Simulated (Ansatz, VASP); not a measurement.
PtSe2: VASP beside Ansatz

```
CELL_PARAMETERS angstrom
3.72400 0.00000 0.00000
-1.86200 3.22508 0.00000
0.00000 0.00000 10.12400
ATOMIC_POSITIONS crystal
Pt 0.00000 0.00000 0.00000
Pt 0.00000 0.00000 0.50000
Se 0.33333 0.66667 0.12500
Se 0.66667 0.33333 0.37500
Se 0.33333 0.66667 0.62500
Se 0.66667 0.33333 0.87500
```

Alike in both runs: task single point; functional LDA; k mesh 6 × 6 × 2; occupations gaussian, width 0.05 eV; collinear spin; Hubbard terms Pt d U = 1.0 eV.

|  | VASP | Ansatz |
| --- | --- | --- |
| version | VASP 6.6.1 | Ansatz 0.2.0 |
| potentials or method | VASP PAW LDA potentials, release 64 (Pt, Se), cutoff 520 eV | scalar-relativistic, plane waves, PAW |
| valence electrons in the cell | 44 | 100 |

```csv
,VASP,Ansatz,Ansatz less VASP
gap on the k mesh at the Fermi level (eV),none,none,-
pressure (GPa),-0.7,-0.4,+0.26
rms of the force components (eV/Å),0.096,0.099,+0.0034
net moment per atom (μB),0.00,0.00,0.000
```

LDA's correlation is that of Perdew and Zunger in VASP and of Perdew and Wang (1992) in Ansatz. The programs project onto different local orbitals, so the same U acts differently, and such runs can settle in different states. A gap of «none» marks a metal or a gap that the smearing closes. VASP's potentials hold 44 valence electrons a cell and Ansatz's 100, so a difference there can come from the potentials and not from the codes. Ansatz's warnings: filled band counts differ across k points, seeded moment not kept, specified occupation not kept, symmetry narrowed by occupation matrices.

Neither program's run includes spin-orbit coupling.
